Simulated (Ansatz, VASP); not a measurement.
Two plane-wave programs on TiC

File INCAR:

```
ALGO = Normal
DIPOL = 0.5 0.5 0.500
EDIFF = 1E-6
ENCUT = 520
GGA = PE
IDIPOL = 3
ISIF = 2
ISMEAR = 0
LASPH = T
LCHARG = F
LDIPOL = T
LREAL = F
LWAVE = F
NBANDS = 69
NELM = 100
PREC = Accurate
SIGMA = 0.1
```

KPOINTS

```
k-points
0
Gamma
  11 11 1
```

The input POSCAR:

```
TiC
1.0
    3.0637674445      0.0000000000      0.0000000000
    0.0000000000      3.0637674445      0.0000000000
    0.0000000000      0.0000000000     27.9984644158
Ti C
7 7
Direct
    0.5000000000      0.5000000000      0.2678718336
    0.0000000000      0.0000000000      0.3452478890
    0.5000000000      0.5000000000      0.4226239445
    0.0000000000      0.0000000000      0.5000000000
    0.5000000000      0.5000000000      0.5773760555
    0.0000000000      0.0000000000      0.6547521110
    0.5000000000      0.5000000000      0.7321281664
    0.0000000000      0.0000000000      0.2678718336
    0.5000000000      0.5000000000      0.3452478890
    0.0000000000      0.0000000000      0.4226239445
    0.5000000000      0.5000000000      0.5000000000
    0.0000000000      0.0000000000      0.5773760555
    0.5000000000      0.5000000000      0.6547521110
    0.0000000000      0.0000000000      0.7321281664
```

Input for Ansatz:

```yaml
crystal:
  lattice:
    - [3.0637674445, 0.0, 0.0]
    - [0.0, 3.0637674445, 0.0]
    - [0.0, 0.0, 27.9984644158]
  atoms:
    - { symbol: Ti, position: [0.5, 0.5, 0.2678718336] }
    - { symbol: C, position: [0.0, 0.0, 0.2678718336] }
    - { symbol: Ti, position: [0.0, 0.0, 0.345247889] }
    - { symbol: C, position: [0.5, 0.5, 0.345247889] }
    - { symbol: Ti, position: [0.5, 0.5, 0.4226239445] }
    - { symbol: C, position: [0.0, 0.0, 0.4226239445] }
    - { symbol: Ti, position: [0.0, 0.0, 0.5] }
    - { symbol: C, position: [0.5, 0.5, 0.5] }
    - { symbol: Ti, position: [0.5, 0.5, 0.5773760555] }
    - { symbol: C, position: [0.0, 0.0, 0.5773760555] }
    - { symbol: Ti, position: [0.0, 0.0, 0.654752111] }
    - { symbol: C, position: [0.5, 0.5, 0.654752111] }
    - { symbol: Ti, position: [0.5, 0.5, 0.7321281664] }
    - { symbol: C, position: [0.0, 0.0, 0.7321281664] }
basis:
  ecutwfc: 420
kpoints:
  mp_grid: { grid: [11, 11, 1] }
hamiltonian:
  xc: pbe
scf:
  occupations: { method: gaussian, width: 0.1 }
output:
  forces: true
  stress: true
  eigenvalues: true
  write_density: true
  write_potential: true
  elf: true
  volumetric_format: npy
efield:
  axis: 3
  dipole_correction: true
```

Alike in both runs: task single point; functional PBE; k mesh 11 × 11 × 1; occupations gaussian, width 0.1 eV; no spin polarisation.

```csv
,VASP,Ansatz
version,VASP 6.6.1,Ansatz 0.2.0
potentials or method,"VASP PAW PBE potentials, release 64 (Ti_sv, C), cutoff 520 eV","scalar-relativistic, plane waves, PAW"
valence electrons in the cell,112,112
```

```tsv
	VASP	Ansatz	Ansatz less VASP
gap on the k mesh at the Fermi level (eV)	none	none	-
rms of the force components (eV/Å)	0.414	0.414	+0.0002
```

A gap of «none» marks a metal or a gap that the smearing closes. Ansatz's warnings: xc potential rough in thin density.
